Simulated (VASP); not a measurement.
# Be3CdS2 in VASP: a series of runs

The runs below take Be3CdS2 through single point, with PBE.

All numbers are computed with VASP 6.6.1; they aren't measurements. Logs are shortened: lines on timing, memory, paths and dates and some standing lists are left out, and cuts for length are marked.

## Step 1: The cell of the first run

Symmetry: P2_12_12, No. 18, orthorhombic system. The conventional cell has a = 5.230 Å, b = 10.738 Å, c = 3.446 Å, α = 90.00°, β = 90.00°, γ = 90.00°. Be (site symmetry 1) has 3 S at 2.08 to 2.10 Å and 1 Be at 2.28 Å and 1 Cd at 2.55 Å within 2.8 Å. Within 2.8 Å of Be (site symmetry 2) lie 2 S at 2.13 Å and 2 Be at 2.28 Å and 2 Cd at 2.72 Å. Within 3.6 Å of Cd (site symmetry 2) lie 4 Be at 2.55 to 2.72 Å and 6 S at 3.42 to 3.57 Å and 2 Cd at 3.45 Å. S (site symmetry 1) has 4 Be at 2.08 to 2.13 Å within 2.8 Å.

## Step 2: Single point, PBE

Contents of INCAR:

```
SYSTEM = Be3CdS2
  PREC = Accurate
  ENCUT = 600
  EDIFF = 1E-6
  ISMEAR = 0
  SIGMA = 0.1
  LREAL = .False.
  LASPH = .True.
  NELM = 120
  ALGO = Normal
  ISIF = 2
  LWAVE = .False.
  LCHARG = .False.
  GGA = PE
  NBANDS = 42
  GGA_COMPAT = .False.
```

Contents of KPOINTS:

```
regular mesh
0
Gamma
  4 2 6
  0 0 0
```

Contents of POSCAR:

```
Be3CdS2
1.0
    5.2300885107      0.0000000000      0.0000000000
    0.0000000000     10.7383615830      0.0000000000
    0.0000000000      0.0000000000      3.4456824121
Be Cd S
6 2 4
Direct
    0.1729322969      0.3238995971      0.7600184085
    0.8270677031      0.6761004029      0.7600184085
    0.5000000000      0.0000000000      0.9788100587
    0.0000000000      0.5000000000      0.0211899413
    0.6729322969      0.1761004029      0.2399815915
    0.3270677031      0.8238995971      0.2399815915
    0.0000000000      0.0000000000      0.1981010560
    0.5000000000      0.5000000000      0.8018989440
    0.4466363396      0.1816088656      0.7423218134
    0.0533636604      0.6816088656      0.2576781866
    0.9466363396      0.3183911344      0.2576781866
    0.5533636604      0.8183911344      0.7423218134
```

Potentials or basis: VASP PAW PBE potentials, release 64 (Be, Cd, S).

The run is started by

```sh
> cat potpaw_PBE.64/Be/POTCAR potpaw_PBE.64/Cd/POTCAR potpaw_PBE.64/S/POTCAR > POTCAR
> mpirun -np 1 vasp_std > vasp.out
```

OUTCAR:

```text
SYSTEM = Be3CdS2
   PREC = Accurate
   ENCUT = 600
   EDIFF = 1E-6
   ISMEAR = 0
   LREAL = .False.
   LASPH = .True.
   NELM = 120
   ISIF = 2
   GGA = PE

 ion  position               nearest neighbor table
   1  0.173  0.324  0.760-  11 2.08   9 2.09  11 2.10   4 2.28   8 2.55
   2  0.827  0.676  0.760-  10 2.08  12 2.09  10 2.10   4 2.28   8 2.55
   3  0.500  0.000  0.979-   9 2.13  12 2.13   5 2.28   6 2.28   7 2.72   7 2.72
   4  0.000  0.500  0.021-  10 2.13  11 2.13   1 2.28   2 2.28   8 2.72   8 2.72
   5  0.673  0.176  0.240-   9 2.08  11 2.09   9 2.10   3 2.28   7 2.55
   6  0.327  0.824  0.240-  12 2.08  10 2.09  12 2.10   3 2.28   7 2.55
   7  0.000  0.000  0.198-   5 2.55   6 2.55   3 2.72   3 2.72
   8  0.500  0.500  0.802-   1 2.55   2 2.55   4 2.72   4 2.72
   9  0.447  0.182  0.742-   5 2.08   1 2.09   5 2.10   3 2.13
  10  0.053  0.682  0.258-   2 2.08   6 2.09   2 2.10   4 2.13
  11  0.947  0.318  0.258-   1 2.08   5 2.09   1 2.10   4 2.13
  12  0.553  0.818  0.742-   6 2.08   2 2.09   6 2.10   3 2.13

  LATTYP: Found a simple orthorhombic cell.
 ALAT       =     3.4456824121
 B/A-ratio  =     1.5178672568
 C/A-ratio  =     3.1164687568

  Lattice vectors:

 A1 = (   0.0000000000,   0.0000000000,   3.4456824121)
 A2 = (   5.2300885107,   0.0000000000,   0.0000000000)
 A3 = (   0.0000000000,  10.7383615830,   0.0000000000)

Analysis of symmetry for initial positions (statically):
=====================================================================
 Subroutine PRICEL returns:
 Original cell was already a primitive cell.

 Routine SETGRP: Setting up the symmetry group for a
 simple orthorhombic supercell.

 Subroutine GETGRP returns: Found  4 space group operations
 (whereof  2 operations were pure point group operations)
 out of a pool of  8 trial point group operations.

The static configuration has the point symmetry C_2 .
 The point group associated with its full space group is D_2 .

Analysis of symmetry for dynamics (positions and initial velocities):
=====================================================================
 Subroutine PRICEL returns:
 Original cell was already a primitive cell.

 Routine SETGRP: Setting up the symmetry group for a
 simple orthorhombic supercell.

 Subroutine GETGRP returns: Found  4 space group operations
 (whereof  2 operations were pure point group operations)
 out of a pool of  8 trial point group operations.

The dynamic configuration has the point symmetry C_2 .
[... 131 lines left out ...]
   NUPDOWN=      -1.0000    fix difference up-down
   EMIN   =  10.00;   EMAX   =-10.00  energy-range for DOS
   EFERMI =   0.00;   METHOD = LEGACY
   ISMEAR =     0;   SIGMA  =   0.10  broadening in eV -4-tet -1-fermi 0-gaus
   EFERMI_NEDOS =   21; number of points for ismear=-14 and -15
   IALGO  =     38    algorithm
   IMIX   =      4    mixing-type and parameters
     AMIX     =   0.40;   BMIX     =  1.00
     AMIX_MAG =   1.60;   BMIX_MAG =  1.00
  volume/ion in A,a.u.               =      16.13       108.83
  Fermi-wavevector in a.u.,A,eV,Ry     =   1.108029  2.093871 16.704259  1.227728
  Thomas-Fermi vector in A             =   2.244551
   LORBIT       =      0    0 simple, 1 ext, 2 COOP (PROOUT), +10 PAW based schemes
   GGA     = PE    functional components
   LHFCALC =     F    Hartree Fock is set to
   AEXX    =    0.0000 exact exchange contribution
   IVDW    =     0    specifies the selected vdW correction
   LEPSILON=     F    determine dielectric tensor
   LRPA    =     F    only Hartree local field effects (RPA)
 non-spin polarized calculation
 Gauss-broadening in eV      SIGMA  =   0.10
  energy-cutoff  :      600.00
  volume of cell :      193.52
 maximum number of plane-waves:      6494
 NGX is ok and might be reduce to    42

 number of electron      60.0000003 magnetization

 Free energy of the ion-electron system (eV)
  ---------------------------------------------------
  ext. energy  EPLUGINS =         0.00000000
  ---------------------------------------------------
  free energy    TOTEN  =       -44.26246321 eV

  energy without entropy =      -44.26244513  energy(sigma->0) =      -44.26245417

 E-fermi :   4.3309     XC(G=0):  -9.6477

 val. band max:        4.1099375940   @ k =   0.0000   0.0000   0.0000
 cond. band min:       4.5522326054   @ k =   0.0000   0.0000   0.5000
 fundamental gap:      0.4422950113
 Fermi energy:         4.3309192323

 k-point     1 :       0.0000    0.0000    0.0000
  band No.  band energies     occupation
      1     -10.5756      2.00000
      2     -10.4377      2.00000
      3      -9.5738      2.00000
      4      -9.3961      2.00000
      5      -4.4731      2.00000
      6      -4.4369      2.00000
[... 1069 lines left out ...]
     41       9.1077      0.00000
     42       9.1077      0.00000

------------------------ aborting loop because EDIFF is reached ----------------------------------------

  FORCE on cell =-STRESS in cart. coord.  units (eV):
  Direction    XX          YY          ZZ          XY          YZ          ZX
  --------------------------------------------------------------------------------------
  -------------------------------------------------------------------------------------
  Total        0.0167389      0.0918683      0.0948307      0.0000000      0.0000000      0.0000000
  in kB        0.1385846      0.7605958      0.7851224      0.0000000      0.0000000      0.0000000
  external PRESSURE =       0.5614342 kB  Pullay stress =       0.0000000 kB

 VOLUME and BASIS-vectors are now :
 -----------------------------------------------------------------------------
  energy-cutoff  :      600.00
  volume of cell :      193.52
      direct lattice vectors                 reciprocal lattice vectors
     5.230088511  0.000000000  0.000000000     0.191201353  0.000000000  0.000000000
     0.000000000 10.738361583  0.000000000     0.000000000  0.093124076  0.000000000
     0.000000000  0.000000000  3.445682412     0.000000000  0.000000000  0.290218273

 POSITION                                       TOTAL-FORCE (eV/Angst)
 -----------------------------------------------------------------------------------
      0.90445      3.47815      2.61878         0.001024      0.004002     -0.000168
      4.32564      7.26021      2.61878        -0.001024     -0.004002     -0.000168
      2.61504      0.00000      3.37267         0.000000     -0.000000      0.011423
      0.00000      5.36918      0.07301         0.000000     -0.000000     -0.011423
      3.51950      1.89103      0.82690         0.001024     -0.004002      0.000168
      1.71059      8.84733      0.82690        -0.001024      0.004002      0.000168
      0.00000      0.00000      0.68259         0.000000     -0.000000     -0.003090
      2.61504      5.36918      2.76309         0.000000     -0.000000      0.003090
      2.33595      1.95018      2.55781        -0.007065     -0.000482     -0.006914
      0.27910      7.31936      0.88788         0.007065     -0.000482      0.006914
      4.95099      3.41900      0.88788        -0.007065      0.000482      0.006914
      2.89414      8.78818      2.55781         0.007065      0.000482     -0.006914
 -----------------------------------------------------------------------------------
    total drift:                               -0.000000     -0.000000     -0.000000

  FREE ENERGIE OF THE ION-ELECTRON SYSTEM (eV)
  ---------------------------------------------------
  free  energy   TOTEN  =       -44.2624632098 eV

  energy  without entropy=      -44.2624451326  energy(sigma->0) =      -44.26245417
```

OSZICAR:

```text
N       E                     dE             d eps       ncg     rms          rms(c)
DAV:   1     0.358158491224E+03    0.35816E+03   -0.28612E+04  2016   0.143E+03
DAV:   2    -0.143967554515E+02   -0.37256E+03   -0.35130E+03  2278   0.301E+02
DAV:   3    -0.458147512694E+02   -0.31418E+02   -0.31020E+02  2552   0.891E+01
DAV:   4    -0.465173260157E+02   -0.70257E+00   -0.70085E+00  2496   0.136E+01
DAV:   5    -0.465313430329E+02   -0.14017E-01   -0.14010E-01  2600   0.201E+00    0.148E+01
DAV:   6    -0.445467292260E+02    0.19846E+01   -0.28189E+00  2368   0.167E+01    0.927E+00
DAV:   7    -0.442736441667E+02    0.27309E+00   -0.28183E+00  2424   0.707E+00    0.304E+00
DAV:   8    -0.442655862743E+02    0.80579E-02   -0.28616E-01  2342   0.369E+00    0.151E+00
DAV:   9    -0.442650766504E+02    0.50962E-03   -0.23873E-02  2504   0.104E+00    0.523E-01
DAV:  10    -0.442623078544E+02    0.27688E-02   -0.17270E-02  2254   0.753E-01    0.110E-01
DAV:  11    -0.442624357320E+02   -0.12788E-03   -0.19464E-03  2374   0.220E-01    0.111E-01
DAV:  12    -0.442624240081E+02    0.11724E-04   -0.74104E-05  2442   0.399E-02    0.895E-02
DAV:  13    -0.442624641452E+02   -0.40137E-04   -0.47468E-05  2288   0.318E-02    0.331E-02
DAV:  14    -0.442624630836E+02    0.10616E-05   -0.87608E-06  2366   0.142E-02    0.122E-02
DAV:  15    -0.442624632098E+02   -0.12616E-06   -0.11988E-06  1548   0.438E-03
   1 F= -.44262463E+02 E0= -.44262454E+02  d E =-.180772E-04
```

Wall time 5.6 min (1 thread of AMD EPYC 9755, shared host); peak memory 0.41 GiB.

What came out:

* Free energy: -44.2625 eV
* Pressure: 0.1 GPa
* Largest force: 0.011 eV/Å
* Band gap on the k mesh: 0.44 eV (least direct gap 0.56 eV)

Forces on the atoms (eV/Å):
```
Be   0.001  0.004  0.000
Be  -0.001 -0.004  0.000
Be   0.000  0.000  0.011
Be   0.000  0.000 -0.011
Be   0.001 -0.004  0.000
Be  -0.001  0.004  0.000
Cd   0.000  0.000 -0.003
Cd   0.000  0.000  0.003
S   -0.007  0.000 -0.007
S    0.007  0.000  0.007
S   -0.007  0.000  0.007
S    0.007  0.000 -0.007
```

A k mesh can miss the band edges.

## Step 3: Single point, PBE

This run uses another cell than the first one, of the same volume but with other edges.

Contents of INCAR:

```
ALGO     = Normal         # electronic algorithm
EDIFF    = 1E-6           # SCF threshold, eV
ENCUT    = 600            # plane-wave cutoff, eV
GGA      = PE             # functional
GGA_COMPAT= False        
ISIF     = 2              # what is computed and relaxed
ISMEAR   = 0              # smearing method
LASPH    = True           # aspherical terms in the spheres
LCHARG   = False          # write CHGCAR
LREAL    = False          # projectors in reciprocal space
LWAVE    = False          # write WAVECAR
NBANDS   = 42             # bands
NELM     = 120            # most SCF steps
PREC     = Accurate       # precision mode
SIGMA    = 0.2            # smearing width, eV
```

Contents of KPOINTS:

```
k-points
0
Gamma
  8 4 2
```

Contents of POSCAR:

```
Be3CdS2
1.0
   -0.0061083655     -0.5495138628      3.4015767649
    5.2300759821     -0.0087073983      0.0074318851
    0.0228958767     11.1510824356     -1.6931062609
Be Cd S
6 2 4
Direct
    0.3340311851      0.1729323886      0.3238998025
    0.6858799945      0.8270414945      0.6760357667
    0.2289196718      0.5000704842     -0.0000033610
    0.7701371088      1.0001155289      0.5000219772
    0.6664551797      0.6728204897      0.1761369945
    0.3140498937      0.3270974001      0.8239375367
    0.4482142354      0.0000000917      0.0000002054
    0.5519912420      0.5000557332      0.4999793238
    1.1740438585      0.4466364313      0.1816090710
    0.1893559980      0.0532146448      0.6816782025
   -0.1736932505      0.9467841112      0.3183705281
   -0.1893851171      0.5532312018      0.8183339527
```

Potentials or basis: VASP PAW PBE potentials, release 64 (Be, Cd, S).

The run is started by

```sh
> cat potpaw_PBE.64/Be/POTCAR potpaw_PBE.64/Cd/POTCAR potpaw_PBE.64/S/POTCAR > POTCAR
> mpirun -np 1 vasp_std > vasp.out
```

OUTCAR:

```text
EDIFF = 1E-6
   ENCUT = 600
   GGA = PE
   ISIF = 2
   ISMEAR = 0
   LASPH = True
   LREAL = False
   NELM = 120
   PREC = Accurate

 ion  position               nearest neighbor table
   1  0.334  0.173  0.324-  11 2.08   9 2.09  11 2.10   4 2.28   8 2.55
   2  0.686  0.827  0.676-  10 2.08  12 2.09  10 2.10   4 2.28   8 2.55
   3  0.229  0.500  1.000-  12 2.13   9 2.13   5 2.28   6 2.28   7 2.72   7 2.72
   4  0.770  0.000  0.500-  10 2.13  11 2.13   1 2.28   2 2.28   8 2.72   8 2.72
[... 1315 lines left out ...]

 VOLUME and BASIS-vectors are now :
 -----------------------------------------------------------------------------
  energy-cutoff  :      600.00
  volume of cell :      193.52
      direct lattice vectors                 reciprocal lattice vectors
    -0.006108365 -0.549513863  3.401576765    -0.000352065  0.045759186  0.301372930
     5.230075982 -0.008707398  0.007431885     0.191200822 -0.000349011  0.000286966
     0.022895877 11.151082436 -1.693106261     0.000131951  0.091932086  0.014851572

 POSITION                                       TOTAL-FORCE (eV/Angst)
 -----------------------------------------------------------------------------------
      0.90983      3.42677      0.58912         0.005281     -0.000709      0.001750
      4.33678      7.15443      1.19462        -0.005648      0.002683      0.001897
      2.63690     11.02090     -0.91070        -0.000803     -0.001561      0.006809
      0.00735      5.15258      1.77309        -0.000755     -0.002877      0.004198
      3.51886      1.59203      1.97378         0.009194     -0.002503     -0.004641
      1.72769      9.01237     -0.32432        -0.007716      0.001541     -0.003796
     -0.00274     -0.24630      1.52463        -0.000879      0.001613     -0.003513
      2.62341      5.26763      1.03484        -0.000778     -0.000602      0.002378
      2.33904      1.92561      0.28786        -0.008608      0.004468     -0.000987
      0.29277      7.49693     -0.50965         0.014495     -0.001691     -0.002271
      4.95399      3.08786      2.27875        -0.016590      0.003327     -0.002637
      2.90723      8.67505      1.37595         0.012806     -0.003691      0.000812
 -----------------------------------------------------------------------------------
    total drift:                                0.000010     -0.000017     -0.000039

  FREE ENERGIE OF THE ION-ELECTRON SYSTEM (eV)
  ---------------------------------------------------
  free  energy   TOTEN  =       -44.2669032487 eV

  energy  without entropy=      -44.2615998804  energy(sigma->0) =      -44.26425156
```

stdout:

```text
POSCAR found type information on POSCAR BeCdS
 POSCAR found :  3 types and      12 ions
 scaLAPACK will be used
 LDA part: xc-table for (Slater+PW92), standard interpolation
 POSCAR, INCAR and KPOINTS ok, starting setup
 FFT: planning ... GRIDC
 FFT: planning ... GRID_SOFT
 FFT: planning ... GRID
 WAVECAR not read
 entering main loop
```

Wall time 11 min (1 thread of Oxide Virtual Turin-like, shared host); peak memory 0.46 GiB.

What came out:

- Free energy: -44.2669 eV
- Pressure: 0.0 GPa
- Largest force: 0.017 eV/Å
- Band gap on the k mesh: 0.31 eV (least direct gap 0.50 eV)

Forces on the atoms (eV/Å):
```
Be   0.005 -0.001  0.002
Be  -0.006  0.003  0.002
Be  -0.001 -0.002  0.007
Be  -0.001 -0.003  0.004
Be   0.009 -0.003 -0.005
Be  -0.008  0.002 -0.004
Cd  -0.001  0.002 -0.004
Cd  -0.001 -0.001  0.002
S   -0.009  0.004 -0.001
S    0.014 -0.002 -0.002
S   -0.017  0.003 -0.003
S    0.013 -0.004  0.001
```
